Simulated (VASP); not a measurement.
# Ta (Im-3m) in VASP: a series of runs

Runs on Ta. Level: r2SCAN. Tasks: single point.

All numbers are computed with VASP 6.6.1; they aren't measurements. Logs are shortened: lines on timing, memory, paths and dates and some standing lists are left out, and cuts for length are marked.

## Step 1: The cell of the first run

Symmetry: Im-3m, No. 229, cubic system. Conventional cell: a = 3.137 Å, b = 3.137 Å, c = 3.137 Å, α = 90.00°, β = 90.00°, γ = 90.00°. Ta (site symmetry m-3m) has 14 Ta at 2.72 to 3.14 Å within 3.6 Å.

## Step 2: Single point, r2SCAN (strain -0.050 along x and y, -0.050 along z)

Input file POSCAR:

```
Ta
1.0
   -1.5687160000      1.5687160000      1.5687160000
    1.5687160000     -1.5687160000      1.5687160000
    1.5687160000      1.5687160000     -1.5687160000
Ta
1
Direct
    0.0000000000      0.0000000000      0.0000000000
```

Input file INCAR.step1:

```
SYSTEM = Ta
PREC = Accurate ; ENCUT = 520
ISMEAR = 0 ; SIGMA = 0.15
LREAL = .False. ; LASPH = .True.
NELM = 100 ; NBANDS = 12
GGA = PE ; ALGO = Normal
EDIFF = 1E-4 ; LWAVE = .True.
LCHARG = .False.
```

Input file INCAR.step2:

```
SYSTEM = Ta
PREC = Accurate ; ENCUT = 520
EDIFF = 1E-6 ; ISMEAR = 0
SIGMA = 0.15 ; LREAL = .False.
LASPH = .True. ; NELM = 100
ALGO = Normal ; ISIF = 2
LWAVE = .False. ; LCHARG = .False.
METAGGA = R2SCAN ; LMIXTAU = .True.
NBANDS = 12 ; ISTART = 1
```

Input file KPOINTS:

```
regular mesh
0
Gamma
  20 20 20
  0 0 0
```

Potentials or basis: VASP PAW PBE potentials, release 64 (Ta_pv).

Launch:

```bash
$ cat potpaw_PBE.64/Ta_pv/POTCAR > POTCAR
$ cp INCAR.step1 INCAR
$ mpirun -np 1 vasp_std > vasp.out
$ cp INCAR.step2 INCAR
$ mpirun -np 1 vasp_std > vasp.out
```

OUTCAR:

```text
SYSTEM = Ta
   PREC = Accurate
   ENCUT = 520
   EDIFF = 1E-6
   ISMEAR = 0
   LREAL = .False.
   LASPH = .True.
   NELM = 100
   ISIF = 2
   METAGGA = R2SCAN
   ISTART = 1

 ion  position               nearest neighbor table
   1  0.000  0.000  0.000-

  LATTYP: Found a body centered cubic cell.
 ALAT       =     3.1374320000

  Lattice vectors:

 A1 = (  -1.5687160000,   1.5687160000,   1.5687160000)
 A2 = (   1.5687160000,  -1.5687160000,   1.5687160000)
 A3 = (   1.5687160000,   1.5687160000,  -1.5687160000)

Analysis of symmetry for initial positions (statically):
=====================================================================
 Subroutine PRICEL returns:
 Original cell was already a primitive cell.

 Routine SETGRP: Setting up the symmetry group for a
 body centered cubic supercell.

 Subroutine GETGRP returns: Found 48 space group operations
 (whereof 48 operations were pure point group operations)
 out of a pool of 48 trial point group operations.

The static configuration has the point symmetry O_h .

Analysis of symmetry for dynamics (positions and initial velocities):
=====================================================================
 Subroutine PRICEL returns:
 Original cell was already a primitive cell.

 Routine SETGRP: Setting up the symmetry group for a
 body centered cubic supercell.

 Subroutine GETGRP returns: Found 48 space group operations
 (whereof 48 operations were pure point group operations)
 out of a pool of 48 trial point group operations.

The dynamic configuration has the point symmetry O_h .

 Subroutine INISYM returns: Found 48 space group operations
 (whereof 48 operations are pure point group operations),
 and found     1 'primitive' translations

----------------------------------------------------------------------------------------

                                     Primitive cell

  volume of cell :      15.4416

  direct lattice vectors                    reciprocal lattice vectors
    -1.568716000  1.568716000  1.568716000     0.000000000  0.318732008  0.318732008
     1.568716000 -1.568716000  1.568716000     0.318732008  0.000000000  0.318732008
     1.568716000  1.568716000 -1.568716000     0.318732008  0.318732008  0.000000000

  length of vectors
     2.717095815  2.717095815  2.717095815     0.450755128  0.450755128  0.450755128

  position of ions in fractional coordinates (direct lattice)
     0.000000000  0.000000000  0.000000000

  ion indices of the primitive-cell ions
   primitive index   ion index
                 1           1

----------------------------------------------------------------------------------------

 KPOINTS: regular mesh

Automatic generation of k-mesh.
 Grid dimensions read from file:
 generate k-points for:   20   20   20

 Generating k-lattice:

  Cartesian coordinates                     Fractional coordinates (reciprocal lattice)
     0.000000000  0.015936600  0.015936600     0.050000000  0.000000000  0.000000000
     0.015936600  0.000000000  0.015936600     0.000000000  0.050000000  0.000000000
     0.015936600  0.015936600  0.000000000     0.000000000  0.000000000  0.050000000

  Length of vectors
     0.022537756  0.022537756  0.022537756

  Shift w.r.t. Gamma in fractional coordinates (k-lattice)
     0.000000000  0.000000000  0.000000000

 Subroutine IBZKPT returns following result:
 ===========================================

 Found    256 irreducible k-points:

 Following reciprocal coordinates:
            Coordinates               Weight
  0.000000  0.000000  0.000000      1.000000
  0.050000  0.000000  0.000000     12.000000
  0.100000  0.000000  0.000000     12.000000
  0.150000  0.000000  0.000000     12.000000
  0.200000  0.000000  0.000000     12.000000
  0.250000  0.000000  0.000000     12.000000
[... 16 lines left out ...]
  0.200000  0.100000  0.000000     48.000000
  0.250000  0.100000  0.000000     48.000000
 [... further k-points ...]
   k-points           NKPTS =    256   k-points in BZ     NKDIM =    256   number of bands    NBANDS=     12
   number of dos      NEDOS =    301   number of ions     NIONS =      1
   total plane-waves  NPLWV =   8000
   dimension x,y,z NGX =    20 NGY =   20 NGZ =   20
   dimension x,y,z NGXF=    40 NGYF=   40 NGZF=   40
   ions per type =               1
   NGX,Y,Z   is equivalent  to a cutoff of  12.24, 12.24, 12.24 a.u.
   NGXF,Y,Z  is equivalent  to a cutoff of  24.47, 24.47, 24.47 a.u.
 SYSTEM =  Ta
   PREC   = accura    normal or accurate (medium, high low for compatibility)
   ISTART =      1    job   : 0-new  1-cont  2-samecut
   ICHARG =      0    charge: 1-file 2-atom 10-const
   ISPIN  =      1    spin polarized calculation?
   LNONCOLLINEAR =      F non collinear calculations
   LSORBIT =      F    spin-orbit coupling
   LASPH  =      T    aspherical Exc in radial PAW
   ENCUT  =  520.0 eV  38.22 Ry    6.18 a.u.   5.05  5.05  5.05*2*pi/ulx,y,z
   NELM   =    100;   NELMIN=  2; NELMDL=  0     # of ELM steps
   EDIFF  = 0.1E-05   stopping-criterion for ELM
   LREAL  =      F    real-space projection
   EDIFFG = 0.1E-04   stopping-criterion for IOM
   NSW    =      0    number of steps for IOM
   IBRION =     -1    ionic relax: 0-MD 1-quasi-New 2-CG
   NFREE  =      0    steps in history (QN), initial steepest desc. (CG)
   ISIF   =      2    stress and relaxation
   ISYM   =      2    0-nonsym 1-usesym 2-fastsym
   POTIM  = 0.5000    time-step for ionic-motion
   TEBEG  =    0.0;   TEEND  =   0.0 temperature during run
   PSTRESS=    0.0 pullay stress
   NELECT =      11.0000    total number of electrons
   NUPDOWN=      -1.0000    fix difference up-down
   EMIN   =  10.00;   EMAX   =-10.00  energy-range for DOS
   EFERMI =   0.00;   METHOD = LEGACY
   ISMEAR =     0;   SIGMA  =   0.15  broadening in eV -4-tet -1-fermi 0-gaus
   EFERMI_NEDOS =   21; number of points for ismear=-14 and -15
   IALGO  =     38    algorithm
   IMIX   =      4    mixing-type and parameters
     AMIX     =   0.40;   BMIX     =  1.00
     AMIX_MAG =   1.60;   BMIX_MAG =  1.00
  volume/ion in A,a.u.               =      15.44       104.21
  Fermi-wavevector in a.u.,A,eV,Ry     =   1.462092  2.762953 29.085356  2.137713
  Thomas-Fermi vector in A             =   2.578346
   LORBIT       =      0    0 simple, 1 ext, 2 COOP (PROOUT), +10 PAW based schemes
   METAGGA = R2SCAN    functional components
   LHFCALC =     F    Hartree Fock is set to
   AEXX    =    0.0000 exact exchange contribution
   IVDW    =     0    specifies the selected vdW correction
   LEPSILON=     F    determine dielectric tensor
   LRPA    =     F    only Hartree local field effects (RPA)
 non-spin polarized calculation
 Gauss-broadening in eV      SIGMA  =   0.15
  energy-cutoff  :      520.00
  volume of cell :       15.44
 maximum number of plane-waves:       429
   NGX = 11   NGY = 11   NGZ = 11

 number of electron      11.0000004 magnetization

 Free energy of the ion-electron system (eV)
  ---------------------------------------------------
  ext. energy  EPLUGINS =         0.00000000
  ---------------------------------------------------
  free energy    TOTEN  =       -48.26594885 eV

  energy without entropy =      -48.25363260  energy(sigma->0) =      -48.25979073

 E-fermi :   6.6399     XC(G=0): -14.6934

 val. band max:        6.6101783727   @ k =   0.3000   0.0500   0.0000
 cond. band min:       6.6657802390   @ k =  -0.1500   0.2000   0.0500
 fundamental gap:      0.0556018662
 Fermi energy:         6.6398714908

 k-point     1 :       0.0000    0.0000    0.0000
  band No.  band energies     occupation
      1     -26.9315      2.00000
      2     -26.9315      2.00000
      3     -26.9315      2.00000
      4      -2.2359      2.00000
      5       7.4434      0.00000
      6       7.4434      0.00000
      7       7.4434      0.00000
      8      11.5032      0.00000
      9      11.5032      0.00000
     10      19.4821      0.00000
     11      23.1727      0.00000
     12      23.1727      0.00000

 k-point     2 :       0.0500    0.0000    0.0000
  band No.  band energies     occupation
      1     -26.9874      2.00000
      2     -26.9476      2.00000
      3     -26.9320      2.00000
      4      -2.0923      2.00000
      5       7.3458      0.00000
      6       7.4156      0.00000
      7       7.5825      0.00000
      8      11.3311      0.00000
      9      11.4997      0.00000
     10      19.4821      0.00000
     11      23.3094      0.00000
     12      23.4176      0.00000

 k-point     3 :       0.1000    0.0000    0.0000
  band No.  band energies     occupation
      1     -27.1472      2.00000
      2     -26.9941      2.00000
      3     -26.9336      2.00000
      4      -1.6776      2.00000
      5       7.0743      0.00004
      6       7.3040      0.00000
      7       7.9958      0.00000
      8      10.9568      0.00000
      9      11.4976      0.00000
     10      19.4821      0.00000
     11      23.6765      0.00000
     12      24.1297      0.00000
[... 286 lines left out ...]
 k-point    23 :       0.2000    0.1000    0.0000
  band No.  band energies     occupation
      1     -28.0530      2.00000
      2     -27.2632      2.00000
      3     -27.0094      2.00000
      4       0.8524      2.00000
      5       5.7500      2.00000
      6       6.1055      2.00000
      7      10.3249      0.00000
      8      11.3077      0.00000
      9      12.1745      0.00000
     10      19.4822      0.00000
     11      24.2663      0.00000
     12      26.2363      0.00000

 k-point    24 :       0.2500    0.1000    0.0000
  band No.  band energies     occupation
      1     -28.3176      2.00000
      2     -27.3747      2.00000
      3     -27.0162      2.00000
      4       1.4560      2.00000
      5       5.3581      2.00000
      6       6.1264      2.00000
      7      10.6140      0.00000
      8      12.3684      0.00000
      9      12.6308      0.00000
     10      19.4822      0.00000
     11      23.1558      0.00000
     12      25.5458      0.00000

 [... further k-points ...]

------------------------ aborting loop because EDIFF is reached ----------------------------------------

  FORCE on cell =-STRESS in cart. coord.  units (eV):
  Direction    XX          YY          ZZ          XY          YZ          ZX
  --------------------------------------------------------------------------------------
  -------------------------------------------------------------------------------------
  Total        4.1864903      4.1864903      4.1864903      0.0000000      0.0000000     -0.0000000
  in kB      434.3778761    434.3778761    434.3778761      0.0000000      0.0000000     -0.0000000
  external PRESSURE =     434.3778761 kB  Pullay stress =       0.0000000 kB

 VOLUME and BASIS-vectors are now :
 -----------------------------------------------------------------------------
  energy-cutoff  :      520.00
  volume of cell :       15.44
      direct lattice vectors                 reciprocal lattice vectors
    -1.568716000  1.568716000  1.568716000     0.000000000  0.318732008  0.318732008
     1.568716000 -1.568716000  1.568716000     0.318732008  0.000000000  0.318732008
     1.568716000  1.568716000 -1.568716000     0.318732008  0.318732008  0.000000000

 POSITION                                       TOTAL-FORCE (eV/Angst)
 -----------------------------------------------------------------------------------
      0.00000      0.00000      0.00000        -0.000000      0.000000     -0.000000
 -----------------------------------------------------------------------------------
    total drift:                                0.000000      0.000000      0.000000

  FREE ENERGIE OF THE ION-ELECTRON SYSTEM (eV)
  ---------------------------------------------------
  free  energy   TOTEN  =       -48.2659488524 eV

  energy  without entropy=      -48.2536326006  energy(sigma->0) =      -48.25979073
```

It took 64 s on 1 thread of Intel Xeon 6975P-C (Granite Rapids), shared host; peak memory 0.16 GiB.

Results:

| Quantity | Value |
| --- | --- |
| Free energy | -48.2659 eV |
| Pressure | 43.4 GPa |
| Band gap on the k mesh | zero (an odd number of electrons rules out a gap without spin polarisation) |

Levels at points of the mesh, in eV from the Fermi level:
```csv
k point,band 2,band 3,band 4,band 5,band 6,band 7,band 8,band 9
"(0.00, 0.00, 0.00)",-33.57,-33.57,-8.88,0.80,0.80,0.80,4.86,4.86
"(0.50, 0.00, 0.00)",-34.20,-33.59,-5.34,-2.11,2.39,4.88,6.13,9.72
"(0.50, 0.50, 0.50)",-34.93,-34.93,-5.03,-5.03,8.46,8.46,8.46,10.67
```

Caveat: the cell differs from its parent crystal (strain -0.050 along x and y, -0.050 along z); the cell stands under pressure; the PAW data sets were made with another functional, which shifts forces and pressure a little; spin-orbit coupling is left out, which moves the levels of the heavy elements.

## Step 3: Single point, r2SCAN (strain -0.025 along x and y, -0.025 along z)

Input file POSCAR:

```
Ta
1.0
   -1.6099980000      1.6099980000      1.6099980000
    1.6099980000     -1.6099980000      1.6099980000
    1.6099980000      1.6099980000     -1.6099980000
Ta
1
Direct
    0.0000000000      0.0000000000      0.0000000000
```

Input file INCAR.step1:

```
SYSTEM = Ta
PREC = Accurate
ENCUT = 520
ISMEAR = 0
SIGMA = 0.15
LREAL = .FALSE.
LASPH = .TRUE.
NELM = 80
NBANDS = 12
GGA = PE
ALGO = Normal
EDIFF = 1E-4
LWAVE = .TRUE.
LCHARG = .FALSE.
```

Input file INCAR.step2:

```
SYSTEM = Ta
PREC = Accurate
ENCUT = 520
EDIFF = 1E-7
ISMEAR = 0
SIGMA = 0.15
LREAL = .FALSE.
LASPH = .TRUE.
NELM = 80
ALGO = Normal
ISIF = 2
LWAVE = .FALSE.
LCHARG = .FALSE.
METAGGA = R2SCAN
LMIXTAU = .TRUE.
NBANDS = 12
ISTART = 1
```

Input file KPOINTS:

```
regular mesh
0
G
  20 20 20
  0 0 0
```

Potentials or basis: VASP PAW PBE potentials, release 64 (Ta_pv).

Launch:

```bash
$ cat potpaw_PBE.64/Ta_pv/POTCAR > POTCAR
$ cp INCAR.step1 INCAR
$ mpirun -np 1 vasp_std > vasp.out
$ cp INCAR.step2 INCAR
$ mpirun -np 1 vasp_std > vasp.out
```

Wall time 72 s (1 thread of Intel Xeon 6975P-C (Granite Rapids), shared host); peak memory 0.18 GiB.

Results (log left out):

* Free energy: -48.5066 eV
* Pressure: 19.4 GPa
* Band gap on the k mesh: zero (an odd number of electrons rules out a gap without spin polarisation)

Levels at points of the mesh, in eV from the Fermi level:
```
           k point  band 2  band 3  band 4  band 5  band 6  band 7  band 8  band 9  band 10  band 11
(0.00, 0.00, 0.00)  -33.88  -33.88   -8.59    0.85    0.85    0.85    4.62    4.62    12.49    16.17
(0.50, 0.00, 0.00)  -34.38  -33.90   -4.91   -1.80    1.90    4.55    5.70    8.89    12.48    12.92
(0.50, 0.50, 0.50)  -34.96  -34.96   -4.43   -4.43    7.78    7.78    7.78    9.81     9.81     9.81
```

Caveat: the cell differs from its parent crystal (strain -0.025 along x and y, -0.025 along z); the cell stands under pressure; the PAW data sets were made with another functional, which shifts forces and pressure a little; spin-orbit coupling is left out, which moves the levels of the heavy elements.

The gap in the log of VASP goes by the Fermi energy; the results here count the filled bands.